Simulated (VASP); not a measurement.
Ru: single point with LDA

Crystal: Ru.

```
Ru
1.0
     2.68764    0.00000    0.00000
    -1.34382    2.32756    0.00000
     0.00000    0.00000    4.25316
Ru
2
Direct
  0.66667 0.33333 0.75000
  0.33333 0.66667 0.25000
```

| Quantity | Value |
| --- | --- |
| Program | VASP 6.6.1 |
| Task | single point |
| Functional | LDA |
| Potentials or basis | VASP PAW LDA potentials, release 64 (Ru_pv) |
| Cutoff | 520 eV |
| k mesh | 11 × 11 × 6 |
| Occupations | fermi-dirac, width 0.05 eV |
| Spin | non-collinear spin, zero start, spin-orbit coupling |
| Starting moments | [[0.0, 0.0, 0.0], [0.0, 0.0, 0.0]] μB |

| Quantity | Value |
| --- | --- |
| Pressure | -4.6 GPa |
| Net moment | 0.00 μB per cell |
| Valence electrons inside the program's atomic spheres | Ru 12.72 |

Stress tensor (GPa, compression positive):
```
-4.47  0.00  0.00
 0.00 -4.47  0.00
 0.00  0.00 -4.79
```

Moments on the atoms (μB; x, y, z):
```
Ru  0.00 0.00 0.00
Ru  0.00 0.00 0.00
```

Wall time 66 s on 1 thread of Intel(R) Xeon(R) 6975P-C (Granite Rapids) (shared host), peak memory 0.22 GiB.

Caveat: the cell stands under tension.
